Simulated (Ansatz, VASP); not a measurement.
# Pb in VASP and in Ansatz

File POSCAR:

```
Pb
1.0
    0.0000000000      2.4415696833      2.4415696833
    2.4415696833      0.0000000000      2.4415696833
    2.4415696833      2.4415696833      0.0000000000
Pb
1
Direct
    0.0000000000      0.0000000000      0.0000000000
```

INCAR.step1

```
PREC = Accurate
ENCUT = 520
EDIFF = 1E-5
ISMEAR = -1
SIGMA = 0.05
LREAL = False
LASPH = True
NELM = 100
ALGO = Normal
ISIF = 2
LWAVE = True
LCHARG = False
NBANDS = 13
GGA = PE
```

INCAR.step2

```
PREC = Accurate
ENCUT = 520
EDIFF = 1E-6
ISMEAR = -1
SIGMA = 0.05
LREAL = False
LASPH = True
NELM = 100
ALGO = Normal
ISIF = 2
LWAVE = False
LCHARG = False
GGA = PE
LHFCALC = True
AEXX = 0.25
PRECFOCK = Normal
NBANDS = 13
ISTART = 1
```

Contents of KPOINTS:

```
Automatic mesh
0
Gamma
  5 5 5
```

The input input.yaml:

```yaml
crystal:
  lattice:
    - [0.0, 2.4415696833, 2.4415696833]
    - [2.4415696833, 0.0, 2.4415696833]
    - [2.4415696833, 2.4415696833, 0.0]
  atoms:
    - { symbol: Pb, position: [0.0, 0.0, 0.0] }
hamiltonian:
  xc: pbe0
  pseudopotentials: { kind: paw }
kpoints:
  mp_grid: { grid: [5, 5, 5] }
scf:
  occupations: { method: fermi_dirac, width: 0.05 }
output:
  forces: true
  stress: true
  eigenvalues: true
```

Alike in both runs: task single point; functional PBE0; k mesh 5 × 5 × 5; occupations fermi-dirac, width 0.05 eV; no spin polarisation.

|  | VASP | Ansatz |
| --- | --- | --- |
| version | VASP 6.6.1 | Ansatz 0.2.0 |
| potentials or method | VASP PAW PBE potentials, release 64 (Pb_d) | Ansatz PAW |
| plane-wave cutoff (eV) | 520 | 420 |
| valence electrons in the cell | 14 | 14 |

VASP gave:

```
gap on the k mesh at the Fermi level (eV) : none
pressure (GPa)                            : 2.5
```

Question: Estimate Ansatz's values.

Answer: gap on the k mesh at the Fermi level (eV): none; pressure (GPa): 2.7.

A gap of «none» marks a metal or a gap that the smearing closes.

The k mesh is coarse, so the values compare programs but aren't converged. Spin-orbit coupling is off throughout.
